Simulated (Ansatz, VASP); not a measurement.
## Two plane-wave programs on SrV

```
Sr V
1.0
     0.00000    3.34873    3.34873
     3.34873    0.00000    3.34873
     3.34873    3.34873    0.00000
Sr V
1 1
Direct
  0.00000 0.00000 0.00000
  0.50000 0.50000 0.50000
```

Change from the starting cell: species swapped into the CeN type (Fm-3m, No. 225).

Alike in both runs: functional PBE; k mesh 14 × 14 × 14; occupations gaussian, width 0.1 eV; collinear spin.

Ansatz relaxed the structure, and its values are those at the end. VASP's run is a single point on that final structure, the one shown.

|  | VASP | Ansatz |
| --- | --- | --- |
| version | VASP 6.6.1 | Ansatz 0.2.0 |
| potentials or method | VASP PAW PBE potentials, release 64 (Sr_sv, V_sv), cutoff 520 eV | scalar-relativistic, plane waves, PAW |
| valence electrons in the cell | 23 | 23 |

Ansatz gave:

| Quantity | Value |
| --- | --- |
| gap on the k mesh at the Fermi level (eV) | none |
| pressure (GPa) | 0.0 |
| net moment per atom (μB) | 2.25 |
| size of the moment on the site where the two differ most (μB) | 3.48 |

Q: What did VASP give for the same quantities?

A: gap on the k mesh at the Fermi level (eV): none; pressure (GPa): 0.1; net moment per atom (μB): 2.25; size of the moment on the site where the two differ most (μB): 3.14.

Site moments also hang on the region over which each program counts them. A gap of «none» marks a metal or a gap that the smearing closes. The functional is the same, so the differences come from potentials, cutoffs and numerics. Ansatz's warnings: given moment on shells.
